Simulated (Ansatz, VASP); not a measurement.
One calculation of HfNbTe4, two programs

INCAR

```
PREC = Accurate
ENCUT = 520
EDIFF = 1E-7
ISMEAR = 0
SIGMA = 0.1
LREAL = False
LASPH = True
NELM = 80
ALGO = Normal
ISIF = 2
LWAVE = False
LCHARG = True
GGA = PE
LELF = True
LVHAR = True
NBANDS = 32
```

Contents of KPOINTS:

```
regular mesh
0
Gamma
  12 12 4
```

POSCAR

```
HfNbTe4
1.0
    3.8222310317      0.0000000000      0.0000000000
   -1.9111155158      3.3101491726      0.0000000000
    0.0000000000      0.0000000000     14.3160769000
Hf Nb Te
1 1 4
Direct
    0.0000000000      0.0000000000      0.5000000000
    0.0000000000      0.0000000000      0.0000000000
    0.6666666667      0.3333333333      0.6286620000
    0.6666666667      0.3333333333      0.1245420000
    0.3333333333      0.6666666667      0.8754580000
    0.3333333333      0.6666666667      0.3713380000
```

Input for Ansatz:

```yaml
crystal:
  lattice:
    - [3.8222310317, 0.0, 0.0]
    - [-1.9111155158, 3.3101491726, 0.0]
    - [0.0, 0.0, 14.3160769]
  atoms:
    - { symbol: Hf, position: [0.0, 0.0, 0.5] }
    - { symbol: Nb, position: [0.0, 0.0, 0.0] }
    - { symbol: Te, position: [0.6666666667, 0.3333333333, 0.628662] }
    - { symbol: Te, position: [0.6666666667, 0.3333333333, 0.124542] }
    - { symbol: Te, position: [0.3333333333, 0.6666666667, 0.875458] }
    - { symbol: Te, position: [0.3333333333, 0.6666666667, 0.371338] }
basis:
  ecutwfc: 420
kpoints:
  mp_grid: { grid: [12, 12, 4] }
  band_path:
    path:
      - [[0.0, 0.0, 0.0], [0.5, 0.0, 0.0], [0.33333333, 0.33333333, 0.0], [0.0, 0.0, 0.0], [0.0, 0.0, 0.5], [0.5, 0.0, 0.5], [0.33333333, 0.33333333, 0.5], [0.0, 0.0, 0.5]]
      - [[0.5, 0.0, 0.5], [0.5, 0.0, 0.0]]
      - [[0.33333333, 0.33333333, 0.5], [0.33333333, 0.33333333, 0.0]]
    npoints: 14
hamiltonian:
  xc: pbe
scf:
  occupations: { method: gaussian, width: 0.1 }
  n_extra_bands: 15
output:
  forces: true
  stress: true
  eigenvalues: true
  populations: true
  dos: { projected: true, de: 0.02, nscf_kmesh: { grid: [15, 15, 5] } }
  bader: true
```

Alike in both runs: task single point; functional PBE; k mesh 12 × 12 × 4; occupations gaussian, width 0.1 eV; no spin polarisation.

|  | VASP | Ansatz |
| --- | --- | --- |
| version | VASP 6.6.1 | Ansatz 0.2.0 |
| potentials or method | VASP PAW PBE potentials, release 64 (Hf_pv, Nb_sv, Te), cutoff 520 eV | scalar-relativistic, plane waves, PAW |
| valence electrons in the cell | 47 | 103 |

Ansatz gave:

* gap on the k mesh at the Fermi level (eV): none
* pressure (GPa): 0.0
* rms of the force components (eV/Å): 0.001

**Question.** Which values does VASP return?

**Answer.** gap on the k mesh at the Fermi level (eV): none; pressure (GPa): -0.1; rms of the force components (eV/Å): 0.008.

Atom by atom the forces differ by 0.007 eV/Å (rms over components). A gap of «none» marks a metal or a gap that the smearing closes. VASP's potentials hold 47 valence electrons a cell and Ansatz's 103, so a difference there can come from the potentials and not from the codes.

Spin-orbit coupling is off throughout.
